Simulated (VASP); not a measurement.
GeSb4Te7, 12 atoms in the cell. Symmetry: P-3m1, No. 164, trigonal system. Conventional cell: a = 4.320 Å, b = 4.320 Å, c = 24.561 Å, α = 90.00°, β = 90.00°, γ = 120.00°. Within 4.0 Å of Ge (site symmetry -3m) lie 6 Te at 3.02 Å. Within 4.0 Å of Sb (site symmetry 3m) lie 6 Te at 3.02 to 3.20 Å. Sb (site symmetry 3m) has 6 Te at 3.02 to 3.21 Å within 4.0 Å. Within 4.1 Å of Te (site symmetry 3m) lie 3 Sb at 3.02 Å and 3 Te at 4.02 Å. Within 4.1 Å of Te (site symmetry 3m) lie 3 Sb at 3.02 Å and 3 Te at 4.02 Å. Te (site symmetry 3m) has 3 Ge at 3.02 Å and 3 Sb at 3.21 Å within 4.0 Å. Te (site symmetry -3m) has 6 Sb at 3.20 Å and 12 Te at 4.32 to 4.47 Å within 4.5 Å. 

* Program: VASP 6.6.1
* Task: single point
* Functional: PBE
* Potentials or basis: VASP PAW PBE potentials, release 64 (Ge_d, Sb, Te)
* Cutoff: 520 eV
* k mesh: 9 × 9 × 2
* Occupations: gaussian, width 0.02 eV
* Spin: no spin polarisation
* Dipole correction: no
* Further INCAR settings: ALGO = Normal; EDIFF = 1e-06; NBANDS = 50

Potentials or basis: VASP PAW PBE potentials, release 64 (Ge_d, Sb, Te).

The run is started by

```console
$ cat potpaw_PBE.64/Ge_d/POTCAR potpaw_PBE.64/Sb/POTCAR potpaw_PBE.64/Te/POTCAR > POTCAR
$ mpirun -np 1 vasp_std > vasp.out
```

Hardware: 1 thread of Intel Xeon 8259CL (shared host).

Estimate the wall time of this run.

Wall time 15 min on 1 thread of Intel Xeon 8259CL, on a shared host, peak memory 0.75 GiB. Counts: scf iterations 16, k points 24.
